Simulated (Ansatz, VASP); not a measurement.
## Co in VASP and in Ansatz

Contents of INCAR:

```
ALGO = Normal ; EDIFF = 1E-6
ENCUT = 520 ; GGA = PE
ISIF = 2 ; ISMEAR = -1
ISPIN = 2 ; LASPH = True
LCHARG = False ; LMAXMIX = 4
LORBIT = 11 ; LREAL = False
LWAVE = False ; MAGMOM = 2.5 2.5 2.5 2.5
NBANDS = 30 ; NELM = 150
PREC = Accurate ; SIGMA = 0.15
```

KPOINTS

```
k-points
0
Gamma
  11 11 3
```

File POSCAR:

```
Co
1.0
    2.4028407817      0.0000000000      0.0000000000
   -1.2014203909      2.0809211552      0.0000000000
    0.0000000000      0.0000000000      7.8665258177
Co
4
Direct
    0.0000000000      0.0000000000      0.0000000000
    0.3333333333      0.6666666667      0.2500000000
    0.0000000000      0.0000000000      0.5000000000
    0.6666666667      0.3333333333      0.7500000000
```

Input for Ansatz:

```yaml
crystal:
  lattice:
    - [2.4028407817113675, 0.0, 0.0]
    - [-1.2014203908556838, 2.0809211551973466, 0.0]
    - [0.0, 0.0, 7.866525817725677]
  atoms:
    - { symbol: Co, position: [0.0, 0.0, 0.0], spin: 2.5 }
    - { symbol: Co, position: [0.3333333333333333, 0.6666666666666666, 0.25], spin: 2.5 }
    - { symbol: Co, position: [0.0, 0.0, 0.5], spin: 2.5 }
    - { symbol: Co, position: [0.6666666666666666, 0.3333333333333333, 0.75], spin: 2.5 }
basis:
  ecutwfc: 462.593566181796
kpoints:
  mp_grid:
    grid: [11, 11, 3]
magnetization:
  spin_polarized: true
scf:
  occupations:
    method: fermi_dirac
    width: 0.15
output:
  stress: true
```

Alike in both runs: task single point; functional PBE; k mesh 11 × 11 × 3; occupations fermi-dirac, width 0.15 eV; collinear spin.

|  | VASP | Ansatz |
| --- | --- | --- |
| version | VASP 6.6.1 | Ansatz 0.2.0 |
| potentials or method | VASP PAW PBE potentials, release 64 (Co), cutoff 520 eV | plane waves, PAW |
| valence electrons in the cell | 36 | 68 |

VASP gave:

```
pressure (GPa)                                                : 26.0
traceless stress, the component that is largest in VASP (GPa) : -2.30
net moment per atom (μB)                                      : 1.50
size of the moment on the site where the two differ most (μB) : 1.50
```

Problem. Estimate Ansatz's values.

Solution. Pressure (GPa): 27.3; traceless stress, the component that is largest in VASP (GPa): -2.34; net moment per atom (μB): 1.50; size of the moment on the site where the two differ most (μB): 1.57.

Site moments also hang on the region over which each program counts them. VASP's potentials hold 36 valence electrons a cell and Ansatz's 68, so a difference there can come from the potentials and not from the codes.
